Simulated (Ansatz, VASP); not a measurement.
**One calculation of MoH5, two programs**

INCAR

```
  ALGO = Normal
  EDIFF = 1E-6
  EDIFFG = -0.01
  ENCUT = 600
  GGA = PE
  IBRION = 2
  ISIF = 3
  ISMEAR = 0
  LASPH = T
  LCHARG = F
  LREAL = F
  LWAVE = F
  NELM = 100
  NSW = 100
  PREC = Accurate
  SIGMA = 0.1
```

Contents of KPOINTS:

```
k-points
0
Gamma
  12 12 12
```

Contents of POSCAR:

```
MoH5
1.0
    3.1670791415      0.0000000000      0.0000000000
    0.0000000000      3.1670791415      0.0000000000
    0.0000000000      0.0000000000      3.2912395228
H Mo
5 1
Direct
    0.2149085135      0.5000000000      0.0000000000
    0.7850914865      0.5000000000      0.0000000000
    0.5000000000      0.2149085135      0.0000000000
    0.5000000000      0.7850914865      0.0000000000
    0.0000000000      0.0000000000      0.0000000000
    0.0000000000      0.0000000000      0.5000000000
```

Input for Ansatz:

```yaml
crystal:
  lattice:
    - [3.1670791415, 0.0, 0.0]
    - [0.0, 3.1670791415, 0.0]
    - [0.0, 0.0, 3.2912395228]
  atoms:
    - { symbol: H, position: [0.2149085135, 0.5, 0.0] }
    - { symbol: H, position: [0.7850914865, 0.5, 0.0] }
    - { symbol: H, position: [0.5, 0.2149085135, 0.0] }
    - { symbol: H, position: [0.5, 0.7850914865, 0.0] }
    - { symbol: H, position: [0.0, 0.0, 0.0] }
    - { symbol: Mo, position: [0.0, 0.0, 0.5] }
basis:
  ecutwfc: 420
kpoints:
  mp_grid: { grid: [12, 12, 12] }
hamiltonian:
  xc: pbe
scf:
  occupations: { method: gaussian, width: 0.1 }
output:
  forces: true
  stress: true
  eigenvalues: true
  write_density: true
  write_potential: true
  elf: true
  volumetric_format: npy
relax:
  adjacent_minimum: "off"
  f_tol: 0.01
  max_steps: 80
  cell: { stress_tol: 0.05 }
```

Alike in both runs: task relaxation of cell and atoms; functional PBE; k mesh 12 × 12 × 12; occupations gaussian, width 0.1 eV; no spin polarisation.

|  | VASP | Ansatz |
| --- | --- | --- |
| version | VASP 6.6.1 | Ansatz 0.2.0 |
| potentials or method | VASP PAW PBE potentials, release 64 (H, Mo_sv), cutoff 600 eV | scalar-relativistic, plane waves, PAW |
| valence electrons in the cell | 19 | 19 |

```tsv
	VASP	Ansatz	Ansatz less VASP
gap on the k mesh at the Fermi level, each at its own relaxed structure (eV)	none	none	-
relaxed volume (Å³/atom)	5.47	5.46	-0.003
relaxed length of the cell vector where the two differ most in proportion (Å)	3.310	3.308	-0.0015
```

A gap of «none» marks a metal or a gap that the smearing closes.
